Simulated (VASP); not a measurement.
# Si4C (P-3m1) in VASP: further runs

Runs on Si4C. Level: PBE. Tasks: single point.

All numbers are computed with VASP 6.6.1; they aren't measurements. Logs are shortened: lines on timing, memory, paths and dates and some standing lists are left out, and cuts for length are marked.

## (1) The cell of the first run

It takes space group P-3m1 (No. 164, trigonal). The conventional cell has a = 2.780 Å, b = 2.780 Å, c = 21.991 Å, α = 90.00°, β = 90.00°, γ = 120.00°. Si (site symmetry 3m) has 12 Si at 2.72 to 2.78 Å within 3.6 Å. Within 3.6 Å of Si (site symmetry 3m) lie 12 Si at 2.72 to 2.78 Å. Si (site symmetry 3m) has 3 C at 2.72 Å and 9 Si at 2.72 to 2.78 Å within 3.6 Å. Si (site symmetry 3m) has 9 Si at 2.72 to 2.78 Å and 3 C at 2.72 Å within 3.6 Å. C (site symmetry 3m) has 6 Si at 2.72 Å and 6 C at 2.78 Å within 3.6 Å.

## (2) Single point, PBE

Contents of INCAR:

```
  ALGO = Normal
  EDIFF = 1E-6
  ENCUT = 520
  GGA = PE
  ISIF = 2
  ISMEAR = 0
  LASPH = T
  LCHARG = F
  LREAL = F
  LWAVE = F
  NBANDS = 31
  NELM = 60
  PREC = Accurate
  SIGMA = 0.1
```

Contents of KPOINTS:

```
k-points
0
Gamma
  6 6 1
```

Contents of POSCAR:

```
Si4C
1.0
    2.7800773700      0.0000000000      0.0000000000
   -1.3900386800      2.4076176200      0.0000000000
    0.0000000000      0.0000000000     21.9914089200
Si C
8 2
Direct
    0.3333333300      0.6666666700      0.8500000000
    0.3333333300      0.6666666700      0.0500000000
    0.3333333300      0.6666666700      0.2500000000
    0.3333333300      0.6666666700      0.4500000000
    0.6666666700      0.3333333300      0.7500000000
    0.6666666700      0.3333333300      0.9500000000
    0.6666666700      0.3333333300      0.1500000000
    0.6666666700      0.3333333300      0.5500000000
    0.3333333300      0.6666666700      0.6500000000
    0.6666666700      0.3333333300      0.3500000000
```

Potentials or basis: VASP PAW PBE potentials, release 64 (Si, C).

Command:

```console
cat potpaw_PBE.64/Si/POTCAR potpaw_PBE.64/C/POTCAR > POTCAR
mpirun -np 1 vasp_std > vasp.out
```

OUTCAR:

```text
EDIFF = 1E-6
   ENCUT = 520
   GGA = PE
   ISIF = 2
   ISMEAR = 0
   LASPH = T
   LREAL = F
   NELM = 60
   PREC = Accurate

 ion  position               nearest neighbor table
   1  0.333  0.667  0.850-   5 2.72   6 2.72   5 2.72   6 2.72   5 2.72   6 2.72
   2  0.333  0.667  0.050-   6 2.72   7 2.72   6 2.72   7 2.72   6 2.72   7 2.72
   3  0.333  0.667  0.250-   7 2.72   7 2.72   7 2.72
   4  0.333  0.667  0.450-   8 2.72   8 2.72   8 2.72
   5  0.667  0.333  0.750-   1 2.72   1 2.72   1 2.72
   6  0.667  0.333  0.950-   2 2.72   1 2.72   2 2.72   1 2.72   2 2.72   1 2.72
   7  0.667  0.333  0.150-   2 2.72   3 2.72   2 2.72   3 2.72   2 2.72   3 2.72
   8  0.667  0.333  0.550-   4 2.72   4 2.72   4 2.72
   9  0.333  0.667  0.650-
  10  0.667  0.333  0.350-

  LATTYP: Found a hexagonal cell.
 ALAT       =     2.7800773700
 C/A-ratio  =     7.9103585955

  Lattice vectors:

 A1 = (   2.7800773700,   0.0000000000,   0.0000000000)
 A2 = (  -1.3900386800,   2.4076176200,   0.0000000000)
 A3 = (   0.0000000000,   0.0000000000,  21.9914089200)

Analysis of symmetry for initial positions (statically):
=====================================================================
 Subroutine PRICEL returns:
 Original cell was already a primitive cell.

 Routine SETGRP: Setting up the symmetry group for a
 hexagonal supercell.

 Subroutine GETGRP returns: Found 12 space group operations
 (whereof 12 operations were pure point group operations)
 out of a pool of 24 trial point group operations.

The static configuration has the point symmetry D_3d.

Analysis of symmetry for dynamics (positions and initial velocities):
=====================================================================
 Subroutine PRICEL returns:
 Original cell was already a primitive cell.

 Routine SETGRP: Setting up the symmetry group for a
 hexagonal supercell.

 Subroutine GETGRP returns: Found 12 space group operations
 (whereof 12 operations were pure point group operations)
 out of a pool of 24 trial point group operations.

The dynamic configuration has the point symmetry D_3d.

 Subroutine INISYM returns: Found 12 space group operations
 (whereof 12 operations are pure point group operations),
 and found     1 'primitive' translations

----------------------------------------------------------------------------------------

                                     Primitive cell

  volume of cell :     147.1965

  direct lattice vectors                    reciprocal lattice vectors
     2.780077370  0.000000000  0.000000000     0.359702219  0.207674173  0.000000000
    -1.390038680  2.407617620  0.000000000     0.000000000  0.415348348  0.000000000
     0.000000000  0.000000000 21.991408920     0.000000000  0.000000000  0.045472303

  length of vectors
     2.780077370  2.780077362 21.991408920     0.415348346  0.415348348  0.045472303

  position of ions in fractional coordinates (direct lattice)
     0.333333330  0.666666670  0.850000000
     0.333333330  0.666666670  0.050000000
     0.333333330  0.666666670  0.250000000
     0.333333330  0.666666670  0.450000000
     0.666666670  0.333333330  0.750000000
     0.666666670  0.333333330  0.950000000
     0.666666670  0.333333330  0.150000000
     0.666666670  0.333333330  0.550000000
     0.333333330  0.666666670  0.650000000
     0.666666670  0.333333330  0.350000000

  ion indices of the primitive-cell ions
   primitive index   ion index
                 1           1
                 2           2
                 3           3
                 4           4
                 5           5
                 6           6
                 7           7
                 8           8
                 9           9
                10          10

----------------------------------------------------------------------------------------

 KPOINTS: k-points

Automatic generation of k-mesh.
 Grid dimensions read from file:
 generate k-points for:    6    6    1

 Generating k-lattice:

  Cartesian coordinates                     Fractional coordinates (reciprocal lattice)
     0.059950370  0.034612362  0.000000000     0.166666667  0.000000000  0.000000000
     0.000000000  0.069224725  0.000000000     0.000000000  0.166666667  0.000000000
     0.000000000  0.000000000  0.045472303     0.000000000  0.000000000  1.000000000

  Length of vectors
     0.069224724  0.069224725  0.045472303

  Shift w.r.t. Gamma in fractional coordinates (k-lattice)
     0.000000000  0.000000000  0.000000000

 Subroutine IBZKPT returns following result:
 ===========================================

 Found      7 irreducible k-points:

 Following reciprocal coordinates:
            Coordinates               Weight
  0.000000  0.000000  0.000000      1.000000
  0.166667  0.000000  0.000000      6.000000
  0.333333 -0.000000  0.000000      6.000000
  0.500000  0.000000  0.000000      3.000000
  0.166667  0.166667  0.000000      6.000000
  0.333333  0.166667  0.000000     12.000000
  0.333333  0.333333  0.000000      2.000000
   k-points           NKPTS =      7   k-points in BZ     NKDIM =      7   number of bands    NBANDS=     31
   number of dos      NEDOS =    301   number of ions     NIONS =     10
   total plane-waves  NPLWV =  96768
   dimension x,y,z NGX =    24 NGY =   24 NGZ =  168
   dimension x,y,z NGXF=    48 NGYF=   48 NGZF=  336
   ions per type =               8   2
   NGX,Y,Z   is equivalent  to a cutoff of  14.35, 14.35, 12.70 a.u.
   NGXF,Y,Z  is equivalent  to a cutoff of  28.70, 28.70, 25.40 a.u.
 SYSTEM =  unknown system
   PREC   = accura    normal or accurate (medium, high low for compatibility)
   ISTART =      0    job   : 0-new  1-cont  2-samecut
   ICHARG =      2    charge: 1-file 2-atom 10-const
   ISPIN  =      1    spin polarized calculation?
   LNONCOLLINEAR =      F non collinear calculations
   LSORBIT =      F    spin-orbit coupling
   LASPH  =      T    aspherical Exc in radial PAW
   ENCUT  =  520.0 eV  38.22 Ry    6.18 a.u.   5.17  5.17 40.89*2*pi/ulx,y,z
   NELM   =     60;   NELMIN=  2; NELMDL= -5     # of ELM steps
   EDIFF  = 0.1E-05   stopping-criterion for ELM
   LREAL  =      F    real-space projection
   EDIFFG = 0.1E-04   stopping-criterion for IOM
   NSW    =      0    number of steps for IOM
   IBRION =     -1    ionic relax: 0-MD 1-quasi-New 2-CG
   NFREE  =      0    steps in history (QN), initial steepest desc. (CG)
   ISIF   =      2    stress and relaxation
   ISYM   =      2    0-nonsym 1-usesym 2-fastsym
   POTIM  = 0.5000    time-step for ionic-motion
   TEBEG  =    0.0;   TEEND  =   0.0 temperature during run
   PSTRESS=    0.0 pullay stress
   NELECT =      40.0000    total number of electrons
   NUPDOWN=      -1.0000    fix difference up-down
   EMIN   =  10.00;   EMAX   =-10.00  energy-range for DOS
   EFERMI =   0.00;   METHOD = LEGACY
   ISMEAR =     0;   SIGMA  =   0.10  broadening in eV -4-tet -1-fermi 0-gaus
   EFERMI_NEDOS =   21; number of points for ismear=-14 and -15
   IALGO  =     38    algorithm
   IMIX   =      4    mixing-type and parameters
     AMIX     =   0.40;   BMIX     =  1.00
     AMIX_MAG =   1.60;   BMIX_MAG =  1.00
  volume/ion in A,a.u.               =      14.72        99.33
  Fermi-wavevector in a.u.,A,eV,Ry     =   1.060382  2.003831 15.298526  1.124410
  Thomas-Fermi vector in A             =   2.195761
   LORBIT       =      0    0 simple, 1 ext, 2 COOP (PROOUT), +10 PAW based schemes
   GGA     = PE    functional components
   LHFCALC =     F    Hartree Fock is set to
   AEXX    =    0.0000 exact exchange contribution
   IVDW    =     0    specifies the selected vdW correction
   LEPSILON=     F    determine dielectric tensor
   LRPA    =     F    only Hartree local field effects (RPA)
 non-spin polarized calculation
 Gauss-broadening in eV      SIGMA  =   0.10
  energy-cutoff  :      520.00
  volume of cell :      147.20
 maximum number of plane-waves:      3982
 NGX is ok and might be reduce to    24
   NGX = 11   NGY = 11   NGZ = 81

 number of electron      40.0000001 magnetization

 Free energy of the ion-electron system (eV)
  ---------------------------------------------------
  ext. energy  EPLUGINS =         0.00000000
  ---------------------------------------------------
  free energy    TOTEN  =       -47.50373779 eV

  energy without entropy =      -47.47438236  energy(sigma->0) =      -47.48906008

 E-fermi :   8.1239     XC(G=0): -10.8341

 val. band max:        8.0965538650   @ k =   0.3333   0.1667   0.0000
 cond. band min:       8.3037541731   @ k =   0.1667   0.1667   0.0000
 fundamental gap:      0.2072003080
 Fermi energy:         8.1238861290

 k-point     1 :       0.0000    0.0000    0.0000
  band No.  band energies     occupation
      1      -5.9794      2.00000
      2      -5.5257      2.00000
      3      -5.3213      2.00000
      4      -4.6798      2.00000
      5      -4.2410      2.00000
      6      -3.1410      2.00000
[... 23 lines left out ...]
     30      16.8470      0.00000
     31      16.8470      0.00000

 k-point     2 :       0.1667    0.0000    0.0000
  band No.  band energies     occupation
      1      -5.2875      2.00000
      2      -4.8404      2.00000
      3      -4.6545      2.00000
      4      -3.9950      2.00000
      5      -3.6284      2.00000
      6      -2.5396      2.00000
[... 23 lines left out ...]
     30      14.4208      0.00000
     31      14.6736      0.00000

 k-point     3 :       0.3333   -0.0000    0.0000
  band No.  band energies     occupation
      1      -3.2334      2.00000
      2      -2.8188      2.00000
      3      -2.7133      2.00000
      4      -1.9641      2.00000
      5      -1.8910      2.00000
      6      -0.8270      2.00000
[... 125 lines left out ...]
     30       9.4557      0.00000
     31      10.4610      0.00000

 k-point     7 :       0.3333    0.3333    0.0000
  band No.  band energies     occupation
      1       0.2230      2.00000
      2       0.2230      2.00000
      3       1.8568      2.00000
      4       1.8568      2.00000
      5       2.3319      2.00000
      6       2.3319      2.00000
[... 23 lines left out ...]
     30       8.7818      0.00000
     31       8.7818      0.00000

------------------------ aborting loop because EDIFF is reached ----------------------------------------

  FORCE on cell =-STRESS in cart. coord.  units (eV):
  Direction    XX          YY          ZZ          XY          YZ          ZX
  --------------------------------------------------------------------------------------
  -------------------------------------------------------------------------------------
  Total       -5.1737944     -5.1737944    -18.0006625     -0.0000000      0.0000000      0.0000000
  in kB      -56.3147683    -56.3147680   -195.9303082     -0.0000001      0.0000000      0.0000000
  external PRESSURE =    -102.8532815 kB  Pullay stress =       0.0000000 kB

 VOLUME and BASIS-vectors are now :
 -----------------------------------------------------------------------------
  energy-cutoff  :      520.00
  volume of cell :      147.20
      direct lattice vectors                 reciprocal lattice vectors
     2.780077370  0.000000000  0.000000000     0.359702219  0.207674173  0.000000000
    -1.390038680  2.407617620  0.000000000     0.000000000  0.415348348  0.000000000
     0.000000000  0.000000000 21.991408920     0.000000000  0.000000000  0.045472303

 POSITION                                       TOTAL-FORCE (eV/Angst)
 -----------------------------------------------------------------------------------
     -0.00000      1.60508     18.69270         0.000000     -0.000000      0.279694
     -0.00000      1.60508      1.09957        -0.000000      0.000000      0.022404
     -0.00000      1.60508      5.49785         0.000000     -0.000000      1.451201
     -0.00000      1.60508      9.89613         0.000000      0.000000     -1.683425
      1.39004      0.80254     16.49356         0.000000      0.000000     -1.451201
      1.39004      0.80254     20.89184         0.000000     -0.000000     -0.022404
      1.39004      0.80254      3.29871         0.000000      0.000000     -0.279694
      1.39004      0.80254     12.09527         0.000000     -0.000000      1.683425
     -0.00000      1.60508     14.29442        -0.000000      0.000000     -0.048706
      1.39004      0.80254      7.69699         0.000000     -0.000000      0.048706
 -----------------------------------------------------------------------------------
    total drift:                                0.000000      0.000000     -0.000000

  FREE ENERGIE OF THE ION-ELECTRON SYSTEM (eV)
  ---------------------------------------------------
  free  energy   TOTEN  =       -47.5037377920 eV

  energy  without entropy=      -47.4743823648  energy(sigma->0) =      -47.48906008
```

Run time: 46 s. Hardware: 1 thread of Intel Xeon 6975P-C (Granite Rapids), shared host; peak memory 0.29 GiB.

What came out:

| Property | Result |
| --- | --- |
| Free energy | -47.5037 eV |
| Pressure | -10.3 GPa |
| Largest force | 1.683 eV/Å |
| Band gap on the k mesh | zero (band 20 reaches 11.21 eV, above the bottom of band 21 at 6.12 eV) |

Forces in eV/Å, atoms in the order of the input:
```
Si   0.000  0.000  0.280
Si   0.000  0.000  0.022
Si   0.000  0.000  1.451
Si   0.000  0.000 -1.683
Si   0.000  0.000 -1.451
Si   0.000  0.000 -0.022
Si   0.000  0.000 -0.280
Si   0.000  0.000  1.683
C    0.000  0.000 -0.049
C    0.000  0.000  0.049
```

Stress tensor (GPa, compression positive):
```
 -5.63   0.00   0.00
  0.00  -5.63   0.00
  0.00   0.00 -19.59
```

Caveat: the k points lie up to 0.43 Å⁻¹ apart; forces of over 1 eV/Å act on the atoms, so gaps and moduli don't describe the material at rest.

## (3) Single point, PBE

This run uses another cell than the first one, of 15.83 Å³/atom, 1.075 times its volume.

Contents of INCAR:

```
PREC = Accurate
ENCUT = 520
EDIFF = 1E-7
ISMEAR = 0
SIGMA = 0.1
LREAL = F
LASPH = T
NELM = 60
ALGO = Normal
ISIF = 2
LWAVE = F
LCHARG = F
GGA = PE
NBANDS = 31
```

Contents of KPOINTS:

```
Automatic mesh
0
Gamma
  6 6 1
```

Contents of POSCAR:

```
Si4C
1.0
    2.8912222911     -0.0000000030      0.0000000000
   -1.4456111429      2.5038719536      0.0000000000
    0.0000000000      0.0000000000     21.8675149849
Si C
8 2
Direct
    0.3333333333      0.6666666667      0.8623268501
    0.3333333333      0.6666666667      0.0506173237
    0.3333333333      0.6666666667      0.2374146070
    0.3333333333      0.6666666667      0.3483440882
    0.6666666667      0.3333333333      0.7625853930
    0.6666666667      0.3333333333      0.9493826763
    0.6666666667      0.3333333333      0.1376731499
    0.6666666667      0.3333333333      0.6516559118
    0.3333333333      0.6666666667      0.7107735589
    0.6666666667      0.3333333333      0.2892264411
```

Potentials or basis: VASP PAW PBE potentials, release 64 (Si, C).

Command:

```console
cat potpaw_PBE.64/Si/POTCAR potpaw_PBE.64/C/POTCAR > POTCAR
mpirun -np 1 vasp_std > vasp.out
```

Wall time 44 s (1 thread of Intel Xeon 6975P-C (Granite Rapids), shared host); peak memory 0.29 GiB.

Results (log left out):

| Property | Result |
| --- | --- |
| Free energy | -54.9975 eV |
| Pressure | 0.1 GPa |
| Largest force | 0.038 eV/Å |
| Band gap on the k mesh | zero (band 20 reaches 12.11 eV, above the bottom of band 21 at 5.57 eV) |

Forces on the atoms (eV/Å):
```
Si   0.000  0.000  0.005
Si   0.000  0.000  0.007
Si   0.000  0.000  0.038
Si   0.000  0.000 -0.033
Si   0.000  0.000 -0.038
Si   0.000  0.000 -0.007
Si   0.000  0.000 -0.005
Si   0.000  0.000  0.033
C    0.000  0.000  0.004
C    0.000  0.000 -0.004
```

Stress tensor (GPa, compression positive):
```
 0.22  0.00  0.00
 0.00  0.22  0.00
 0.00  0.00 -0.16
```

Levels at points of the mesh, in eV from the Fermi level:
```csv
k point,band 16,band 17,band 18,band 19,band 20,band 21,band 22,band 23,band 24,band 25
"(0.00, 0.00, 0.00)",-1.04,0.71,3.31,3.79,4.96,4.98,5.95,5.95,6.13,6.34
"(0.50, 0.00, 0.00)",-3.32,-3.23,-2.35,-1.96,-0.81,0.37,0.68,1.17,1.85,2.25
```

Caveat: the k points lie up to 0.42 Å⁻¹ apart.
